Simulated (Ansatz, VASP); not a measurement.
# KF in VASP and in Ansatz

```
K F
1.0
     0.00000    2.71360    2.67350
     2.71360    0.00000    2.67350
     2.71360    2.71360    0.00000
K F
1 1
Direct
  0.00000 0.00000 0.00000
  0.50000 0.50000 0.50000
```

Change from the starting cell: strain +0.0150 x Voigt [1, 1, 0, 0, 0, 0], atoms carried along.

Alike in both runs: task single point; functional r2SCAN; k mesh 8 × 8 × 8; occupations gaussian, width 0.05 eV; no spin polarisation.

|  | VASP | Ansatz |
| --- | --- | --- |
| version | VASP 6.6.1 | Ansatz 0.2.0 |
| potentials or method | VASP PAW PBE potentials, release 64 (K_sv, F), cutoff 520 eV | scalar-relativistic, plane waves, PAW |
| valence electrons in the cell | 16 | 16 |

```csv
,VASP,Ansatz,Ansatz less VASP
gap on the k mesh at the Fermi level (eV),6.65,6.65,+0.001
least direct gap on the mesh (eV),6.65,6.65,+0.001
pressure (GPa),-1.5,-1.4,+0.06
"traceless stress, the component that is largest in VASP (GPa)",0.50,0.49,-0.013
```

VASP's potentials were made for PBE, not for r2SCAN. With one functional, cell and mesh, what is left measures potentials, basis and numerics.
